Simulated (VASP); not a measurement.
# KF (Fm-3m) in VASP: further runs

KF is run at these levels: RPBE, revPBE+D3(BJ), BLYP+D4, PBE; tasks: single point.

Program: VASP 6.6.1. These are calculated values, not measurements. Logs are shortened: lines on timing, memory, paths and dates and some standing lists are left out, and cuts for length are marked.

## (1) The cell of the first run

The structure is cubic, space group Fm-3m (No. 225). Conventional cell: a = 5.344 Å, b = 5.344 Å, c = 5.344 Å, α = 90.00°, β = 90.00°, γ = 90.00°. K (site symmetry m-3m) has 6 F at 2.67 Å within 3.5 Å. F (site symmetry m-3m) has 6 K at 2.67 Å within 3.5 Å.

## (2) Single point, RPBE

Input file INCAR:

```
SYSTEM = KF
PREC     = Accurate       ! precision mode
ENCUT    = 520            ! plane-wave cutoff, eV
EDIFF    = 1E-6           ! SCF threshold, eV
ISMEAR   = -5             ! smearing method
SIGMA    = 0.05           ! smearing width, eV
LREAL    = .False.        ! projectors in reciprocal space
LASPH    = .True.         ! aspherical terms in the spheres
NELM     = 100            ! most SCF steps
ALGO     = Normal         ! electronic algorithm
ISIF     = 2              ! what is computed and relaxed
LWAVE    = .False.        ! write WAVECAR
LCHARG   = .False.        ! write CHGCAR
GGA      = RP             ! functional
NBANDS   = 15             ! bands
```

Input file KPOINTS:

```
Automatic mesh
0
Gamma
  9 9 9
  0 0 0
```

Input file POSCAR:

```
KF
1.0
    0.0000000000      2.6718500000      2.6718500000
    2.6718500000      0.0000000000      2.6718500000
    2.6718500000      2.6718500000      0.0000000000
K F
1 1
Direct
    0.0000000000      0.0000000000      0.0000000000
    0.5000000000      0.5000000000      0.5000000000
```

Potentials or basis: VASP PAW PBE potentials, release 64 (K_sv, F).

Launch:

```
> cat potpaw_PBE.64/K_sv/POTCAR potpaw_PBE.64/F/POTCAR > POTCAR
> mpirun -np 1 vasp_std > vasp.out
```

OUTCAR:

```text
SYSTEM = KF
   PREC = Accurate
   ENCUT = 520
   EDIFF = 1E-6
   ISMEAR = -5
   LREAL = .False.
   LASPH = .True.
   NELM = 100
   ISIF = 2
   GGA = RP

 ion  position               nearest neighbor table
   1  0.000  0.000  0.000-   2 2.67   2 2.67   2 2.67   2 2.67   2 2.67   2 2.67
   2  0.500  0.500  0.500-   1 2.67   1 2.67   1 2.67   1 2.67   1 2.67   1 2.67

  LATTYP: Found a face centered cubic cell.
 ALAT       =     5.3437000000

  Lattice vectors:

 A1 = (   0.0000000000,   2.6718500000,   2.6718500000)
 A2 = (   2.6718500000,   0.0000000000,   2.6718500000)
 A3 = (   2.6718500000,   2.6718500000,   0.0000000000)

Analysis of symmetry for initial positions (statically):
=====================================================================
 Subroutine PRICEL returns:
 Original cell was already a primitive cell.

 Routine SETGRP: Setting up the symmetry group for a
 face centered cubic supercell.

 Subroutine GETGRP returns: Found 48 space group operations
 (whereof 48 operations were pure point group operations)
 out of a pool of 48 trial point group operations.

The static configuration has the point symmetry O_h .

Analysis of symmetry for dynamics (positions and initial velocities):
=====================================================================
 Subroutine PRICEL returns:
 Original cell was already a primitive cell.

 Routine SETGRP: Setting up the symmetry group for a
 face centered cubic supercell.

 Subroutine GETGRP returns: Found 48 space group operations
 (whereof 48 operations were pure point group operations)
 out of a pool of 48 trial point group operations.

The dynamic configuration has the point symmetry O_h .

 Subroutine INISYM returns: Found 48 space group operations
 (whereof 48 operations are pure point group operations),
 and found     1 'primitive' translations

----------------------------------------------------------------------------------------

                                     Primitive cell

  volume of cell :      38.1475

  direct lattice vectors                    reciprocal lattice vectors
     0.000000000  2.671850000  2.671850000    -0.187136254  0.187136254  0.187136254
     2.671850000  0.000000000  2.671850000     0.187136254 -0.187136254  0.187136254
     2.671850000  2.671850000  0.000000000     0.187136254  0.187136254 -0.187136254

  length of vectors
     3.778566507  3.778566507  3.778566507     0.324129500  0.324129500  0.324129500

[... 92 lines left out ...]
   PSTRESS=    0.0 pullay stress
   NELECT =      16.0000    total number of electrons
   NUPDOWN=      -1.0000    fix difference up-down
   EMIN   =  10.00;   EMAX   =-10.00  energy-range for DOS
   EFERMI =   0.00;   METHOD = LEGACY
   ISMEAR =    -5;   SIGMA  =   0.05  broadening in eV -4-tet -1-fermi 0-gaus
   EFERMI_NEDOS =   21; number of points for ismear=-14 and -15
   IALGO  =     38    algorithm
   IMIX   =      4    mixing-type and parameters
     AMIX     =   0.40;   BMIX     =  1.00
     AMIX_MAG =   1.60;   BMIX_MAG =  1.00
  volume/ion in A,a.u.               =      19.07       128.72
  Fermi-wavevector in a.u.,A,eV,Ry     =   1.225442  2.315750 20.431978  1.501708
  Thomas-Fermi vector in A             =   2.360480
   LORBIT       =      0    0 simple, 1 ext, 2 COOP (PROOUT), +10 PAW based schemes
   GGA     = RP    functional components
   LHFCALC =     F    Hartree Fock is set to
   AEXX    =    0.0000 exact exchange contribution
   IVDW    =     0    specifies the selected vdW correction
   LEPSILON=     F    determine dielectric tensor
   LRPA    =     F    only Hartree local field effects (RPA)
 non-spin polarized calculation
 Fermi weights with tetrahedron method with Bloechl corrections
  energy-cutoff  :      520.00
  volume of cell :       38.15
 maximum number of plane-waves:      1037
   NGX = 13   NGY = 13   NGZ = 13

 number of electron      16.0000002 magnetization

 Free energy of the ion-electron system (eV)
  ---------------------------------------------------
  ext. energy  EPLUGINS =         0.00000000
  ---------------------------------------------------
  free energy    TOTEN  =        -7.85550594 eV

  energy without entropy =       -7.85550594  energy(sigma->0) =       -7.85550594

 E-fermi :  -2.5319     XC(G=0):  -7.9629

 val. band max:       -2.5753358396   @ k =   0.0000   0.0000   0.0000
 cond. band min:       3.9277154690   @ k =   0.0000   0.0000   0.0000
 fundamental gap:      6.5030513086
 Fermi energy:        -2.5319342505

 k-point     1 :       0.0000    0.0000    0.0000
  band No.  band energies     occupation
      1     -28.8955      2.00000
      2     -21.3544      2.00000
      3     -12.1084      2.00000
      4     -12.1084      2.00000
      5     -12.1084      2.00000
      6      -2.5754      2.00000
      7      -2.5753      2.00000
      8      -2.5753      2.00000
      9       3.9277      0.00000
     10       8.2115      0.00000
     11       8.2115      0.00000
     12       8.2115      0.00000
     13       9.8159      0.00000
     14       9.8159      0.00000
[... 401 lines left out ...]
      2     -21.3735      2.00000
      3     -12.6069      2.00000
      4     -12.3027      2.00000
      5     -12.3027      2.00000
      6      -2.8148      2.00000
      7      -2.6320      2.00000
      8      -2.6319      2.00000
      9       5.9027      0.00000
     10       7.7037      0.00000
     11       9.6230      0.00000
     12      10.9729      0.00000
     13      11.4321      0.00000
     14      11.4321      0.00000
     15      13.7212      0.00000

 [... further k-points ...]

------------------------ aborting loop because EDIFF is reached ----------------------------------------

  FORCE on cell =-STRESS in cart. coord.  units (eV):
  Direction    XX          YY          ZZ          XY          YZ          ZX
  --------------------------------------------------------------------------------------
  -------------------------------------------------------------------------------------
  Total        0.9788385      0.9788385      0.9788385      0.0000000      0.0000000      0.0000000
  in kB       41.1107510     41.1107510     41.1107510      0.0000000      0.0000000      0.0000000
  external PRESSURE =      41.1107510 kB  Pullay stress =       0.0000000 kB

 VOLUME and BASIS-vectors are now :
 -----------------------------------------------------------------------------
  energy-cutoff  :      520.00
  volume of cell :       38.15
      direct lattice vectors                 reciprocal lattice vectors
     0.000000000  2.671850000  2.671850000    -0.187136254  0.187136254  0.187136254
     2.671850000  0.000000000  2.671850000     0.187136254 -0.187136254  0.187136254
     2.671850000  2.671850000  0.000000000     0.187136254  0.187136254 -0.187136254

 POSITION                                       TOTAL-FORCE (eV/Angst)
 -----------------------------------------------------------------------------------
      0.00000      0.00000      0.00000         0.000000      0.000000      0.000000
      2.67185      2.67185      2.67185        -0.000000     -0.000000     -0.000000
 -----------------------------------------------------------------------------------
    total drift:                                0.000000      0.000000      0.000000

  FREE ENERGIE OF THE ION-ELECTRON SYSTEM (eV)
  ---------------------------------------------------
  free  energy   TOTEN  =        -7.8555059358 eV

  energy  without entropy=       -7.8555059358  energy(sigma->0) =       -7.85550594
```

OSZICAR:

```text
N       E                     dE             d eps       ncg     rms          rms(c)
DAV:   1     0.111706457473E+03    0.11171E+03   -0.82166E+03  1065   0.103E+03
DAV:   2    -0.459963926619E+01   -0.11631E+03   -0.10641E+03  1409   0.288E+02
DAV:   3    -0.900570101009E+01   -0.44061E+01   -0.43818E+01  1370   0.493E+01
DAV:   4    -0.911909047579E+01   -0.11339E+00   -0.11338E+00  1417   0.756E+00
DAV:   5    -0.912087202672E+01   -0.17816E-02   -0.17815E-02  1417   0.750E-01    0.643E+00
DAV:   6    -0.784329109815E+01    0.12776E+01   -0.36356E+00  1141   0.149E+01    0.373E+00
DAV:   7    -0.783293595531E+01    0.10355E-01   -0.64655E-02  1246   0.228E+00    0.210E+00
DAV:   8    -0.785093223178E+01   -0.17996E-01   -0.64516E-02  1141   0.255E+00    0.205E-01
DAV:   9    -0.785415307883E+01   -0.32208E-02   -0.57074E-03  1337   0.617E-01    0.143E-01
DAV:  10    -0.785533340928E+01   -0.11803E-02   -0.10059E-03  1092   0.274E-01    0.600E-02
DAV:  11    -0.785549777004E+01   -0.16436E-03   -0.20051E-04  1162   0.131E-01    0.204E-02
DAV:  12    -0.785550453392E+01   -0.67639E-05   -0.18936E-05  1169   0.438E-02    0.531E-03
DAV:  13    -0.785550586443E+01   -0.13305E-05   -0.60825E-06  1176   0.226E-02    0.316E-03
DAV:  14    -0.785550593579E+01   -0.71365E-07   -0.21568E-07  1057   0.451E-03
   1 F= -.78555059E+01 E0= -.78555059E+01  d E =0.000000E+00
```

Wall time 12 s (1 thread of Intel Xeon Platinum 8488C (Sapphire Rapids), shared host); peak memory 0.16 GiB.

What came out:

* Free energy: -7.8555 eV
* Pressure: 4.1 GPa
* Band gap on the k mesh: 6.50 eV

Levels at points of the mesh, in eV from the valence-band top:
```tsv
k point	band 6	band 7	band 8	band 9	band 10	band 11
(0.00, 0.00, 0.00)	0.00	0.00	0.00	6.50	10.79	10.79
```

Caveat: the cell stands under pressure; the PAW data sets were made with another functional, which shifts forces and pressure a little; an odd mesh through Γ misses points on the zone boundary, where band edges can lie.

## (3) Single point, revPBE+D3(BJ)

Input file INCAR:

```
SYSTEM = KF
PREC = Accurate
ENCUT = 520
EDIFF = 1E-6
ISMEAR = -1
SIGMA = 0.1
LREAL = .FALSE.
LASPH = .TRUE.
NELM = 60
ALGO = Normal
ISIF = 2
LWAVE = .FALSE.
LCHARG = .FALSE.
GGA = RE
IVDW = 12
NBANDS = 15
```

Input file KPOINTS:

```
Automatic mesh
0
G
  9 9 9
  0 0 0
```

POSCAR is that of step 2.

Potentials or basis: VASP PAW PBE potentials, release 64 (K_sv, F).

Launch:

```
> cat potpaw_PBE.64/K_sv/POTCAR potpaw_PBE.64/F/POTCAR > POTCAR
> mpirun -np 1 vasp_std > vasp.out
```

OUTCAR:

```text
SYSTEM = KF
   PREC = Accurate
   ENCUT = 520
   EDIFF = 1E-6
   ISMEAR = -1
   LREAL = .FALSE.
   LASPH = .TRUE.
   NELM = 60
   ISIF = 2
   GGA = RE
   IVDW = 12
 IVDW          = 12

 ion  position               nearest neighbor table
   1  0.000  0.000  0.000-   2 2.67   2 2.67   2 2.67   2 2.67   2 2.67   2 2.67
   2  0.500  0.500  0.500-   1 2.67   1 2.67   1 2.67   1 2.67   1 2.67   1 2.67

  LATTYP: Found a face centered cubic cell.
 ALAT       =     5.3437000000

  Lattice vectors:

 A1 = (   0.0000000000,   2.6718500000,   2.6718500000)
 A2 = (   2.6718500000,   0.0000000000,   2.6718500000)
 A3 = (   2.6718500000,   2.6718500000,   0.0000000000)

Analysis of symmetry for initial positions (statically):
=====================================================================
 Subroutine PRICEL returns:
 Original cell was already a primitive cell.

 Routine SETGRP: Setting up the symmetry group for a
 face centered cubic supercell.

 Subroutine GETGRP returns: Found 48 space group operations
 (whereof 48 operations were pure point group operations)
 out of a pool of 48 trial point group operations.

The static configuration has the point symmetry O_h .

Analysis of symmetry for dynamics (positions and initial velocities):
=====================================================================
 Subroutine PRICEL returns:
 Original cell was already a primitive cell.

 Routine SETGRP: Setting up the symmetry group for a
 face centered cubic supercell.

 Subroutine GETGRP returns: Found 48 space group operations
 (whereof 48 operations were pure point group operations)
 out of a pool of 48 trial point group operations.

The dynamic configuration has the point symmetry O_h .

 Subroutine INISYM returns: Found 48 space group operations
 (whereof 48 operations are pure point group operations),
 and found     1 'primitive' translations

----------------------------------------------------------------------------------------

                                     Primitive cell
[... 120 lines left out ...]
   LEPSILON=     F    determine dielectric tensor
   LRPA    =     F    only Hartree local field effects (RPA)
 non-spin polarized calculation
  energy-cutoff  :      520.00
  volume of cell :       38.15
 maximum number of plane-waves:      1037
   NGX = 13   NGY = 13   NGZ = 13

 number of electron      16.0000002 magnetization

 Free energy of the ion-electron system (eV)
  ---------------------------------------------------
  ext. energy  EPLUGINS =         0.00000000
  ---------------------------------------------------
  free energy    TOTEN  =        -7.86958984 eV

  energy without entropy =       -7.86958984  energy(sigma->0) =       -7.86958984

 E-fermi :  -0.2394     XC(G=0):  -8.0275

 val. band max:       -2.6191967607   @ k =   0.0000   0.0000   0.0000
 cond. band min:       3.8534195443   @ k =   0.0000   0.0000   0.0000
 fundamental gap:      6.4726163051
 Fermi energy:        -0.2394345130

 k-point     1 :       0.0000    0.0000    0.0000
  band No.  band energies     occupation
      1     -28.9011      2.00000
      2     -21.3652      2.00000
      3     -12.1246      2.00000
      4     -12.1246      2.00000
      5     -12.1246      2.00000
      6      -2.6192      2.00000
      7      -2.6192      2.00000
      8      -2.6192      2.00000
      9       3.8534      0.00000
     10       8.1611      0.00000
     11       8.1611      0.00000
     12       8.1611      0.00000
     13       9.7628      0.00000
     14       9.7628      0.00000
[... 401 lines left out ...]
      2     -21.3846      2.00000
      3     -12.6269      2.00000
      4     -12.3204      2.00000
      5     -12.3204      2.00000
      6      -2.8588      2.00000
      7      -2.6758      2.00000
      8      -2.6757      2.00000
      9       5.8457      0.00000
     10       7.6375      0.00000
     11       9.5555      0.00000
     12      10.9279      0.00000
     13      11.4019      0.00000
     14      11.4019      0.00000
     15      13.6574      0.00000

 [... further k-points ...]

------------------------ aborting loop because EDIFF is reached ----------------------------------------

 Edisp (eV)   -0.57565

 E8    (eV) :    -0.4127

  FORCE on cell =-STRESS in cart. coord.  units (eV):
  Direction    XX          YY          ZZ          XY          YZ          ZX
  --------------------------------------------------------------------------------------
  -------------------------------------------------------------------------------------
  Total       0.28084     0.28084     0.28084     0.00000    -0.00000     0.00000
  in kB      11.79525    11.79525    11.79525     0.00000    -0.00000     0.00000
  external pressure =       11.80 kB  Pullay stress =        0.00 kB

 VOLUME and BASIS-vectors are now :
 -----------------------------------------------------------------------------
  energy-cutoff  :      520.00
  volume of cell :       38.15
      direct lattice vectors                 reciprocal lattice vectors
     0.000000000  2.671850000  2.671850000    -0.187136254  0.187136254  0.187136254
     2.671850000  0.000000000  2.671850000     0.187136254 -0.187136254  0.187136254
     2.671850000  2.671850000  0.000000000     0.187136254  0.187136254 -0.187136254

 POSITION                                       TOTAL-FORCE (eV/Angst)
 -----------------------------------------------------------------------------------
      0.00000      0.00000      0.00000         0.000000      0.000000      0.000000
      2.67185      2.67185      2.67185         0.000000      0.000000      0.000000
 -----------------------------------------------------------------------------------
    total drift:                                0.000000      0.000000      0.000000

  FREE ENERGIE OF THE ION-ELECTRON SYSTEM (eV)
  ---------------------------------------------------
  free  energy   TOTEN  =        -8.4452444686 eV

  energy  without entropy=       -8.4452444685  energy(sigma->0) =       -8.44524447
```

stdout:

```text
POSCAR found type information on POSCAR K F
 POSCAR found :  2 types and       2 ions
 scaLAPACK will be used
 -----------------------------------------------------------------------------
|                                                                             |
|                                                                             |
|     You enforced a specific xc type in the INCAR file but a different       |
|     I HOPE YOU KNOW WHAT YOU ARE DOING!                                     |
|                                                                             |
 -----------------------------------------------------------------------------

 LDA part: xc-table for (Slater+PW92), standard interpolation
 POSCAR, INCAR and KPOINTS ok, starting setup
 FFT: planning ... GRIDC
 FFT: planning ... GRID_SOFT
 FFT: planning ... GRID
 WAVECAR not read
 entering main loop
```

Wall time 11 s (1 thread of Intel Xeon Platinum 8488C (Sapphire Rapids), shared host); peak memory 0.17 GiB.

What came out:

| Property | Result |
| --- | --- |
| Free energy | -8.4452 eV |
| Pressure | 1.2 GPa |
| Band gap on the k mesh | 6.47 eV |
| Dispersion energy per atom | -0.288 eV |

Caveat: the PAW data sets were made with another functional, which shifts forces and pressure a little; an odd mesh through Γ misses points on the zone boundary, where band edges can lie.

## (4) Single point, BLYP+D4

This run uses another cell than the first one, of 19.65 Å³/atom.

Input file INCAR:

```
SYSTEM = KF
AGGAC = 1.0
AGGAX = 1.0
ALDAC = 0.0
ALDAX = 1.0
ALGO = Normal
EDIFF = 1E-7
ENCUT = 520
GGA = B5
ISIF = 2
ISMEAR = 1
IVDW = 13
LASPH = .True.
LCHARG = .False.
LREAL = .False.
LWAVE = .False.
NBANDS = 15
NELM = 60
PREC = Accurate
SIGMA = 0.15
VDW_A1 = 0.44488865
VDW_A2 = 4.0933009
VDW_S6 = 1.0
VDW_S8 = 2.34076671
```

Input file KPOINTS:

```
k-points
0
Gamma
  11 11 11
  0 0 0
```

Input file POSCAR:

```
KF
1.0
    0.0000000000      2.6985685896      2.6985685896
    2.6985685896      0.0000000000      2.6985685896
    2.6985685896      2.6985685896      0.0000000000
K F
1 1
Direct
    0.0000000000      0.0000000000      0.0000000000
    0.5000000000      0.5000000000      0.5000000000
```

Launch:

```
> cat potpaw_PBE.64/K_sv/POTCAR potpaw_PBE.64/F/POTCAR > POTCAR
> mpirun -np 1 vasp_std > vasp.out
```

Wall time 22 s (1 thread of Intel Xeon Platinum 8488C (Sapphire Rapids), shared host); peak memory 0.17 GiB.

It converged, with:

```yaml
Free_energy: -8.3691 eV
Pressure: 0.0 GPa
Band_gap_on_the_k_mesh: 6.07 eV
Dispersion_energy_per_atom: -0.125 eV
```

Levels at points of the mesh, in eV from the valence-band top:
| k point | band 5 | band 6 | band 7 | band 8 | band 9 | band 10 | band 11 | band 12 |
| --- | --- | --- | --- | --- | --- | --- | --- | --- |
| (0.00, 0.00, 0.00) | -9.40 | 0.00 | 0.00 | 0.00 | 6.07 | 10.60 | 10.60 | 10.60 |

Caveat: the PAW data sets were made with another functional, which shifts forces and pressure a little; an odd mesh through Γ misses points on the zone boundary, where band edges can lie.

(Continued in part 2 of 2.)
